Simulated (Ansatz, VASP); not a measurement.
Na2N in VASP and in Ansatz

```
CELL_PARAMETERS angstrom
3.36626 0.00000 0.00000
-1.68313 2.91526 0.00000
0.00000 0.00000 5.70652
ATOMIC_POSITIONS crystal
Na 0.66667 0.33333 0.71756
Na 0.33333 0.66667 0.28244
N 0.00000 0.00000 0.50000
```

Change from the starting cell: species swapped into the Sc2C type (P-3m1, No. 164).

Alike in both runs: task single point; functional PBE; k mesh 6 × 6 × 4; occupations gaussian, width 0.1 eV; no spin polarisation.

|  | VASP | Ansatz |
| --- | --- | --- |
| version | VASP 6.6.1 | Ansatz 0.2.0 |
| potentials or method | VASP PAW PBE potentials, release 64 (Na_pv, N), cutoff 520 eV | scalar-relativistic, plane waves, PAW |
| valence electrons in the cell | 19 | 23 |

```tsv
	VASP	Ansatz	Ansatz less VASP
gap on the k mesh at the Fermi level (eV)	none	none	-
pressure (GPa)	4.7	4.6	-0.12
traceless stress, the component that is largest in VASP (GPa)	-3.86	-3.83	+0.026
rms of the force components (eV/Å)	0.007	0.001	-0.0053
```

Atom by atom the forces differ by 0.008 eV/Å (rms over components). A gap of «none» marks a metal or a gap that the smearing closes. The functional is the same, so the differences come from potentials, cutoffs and numerics. VASP's potentials hold 19 valence electrons a cell and Ansatz's 23, so a difference there can come from the potentials and not from the codes.
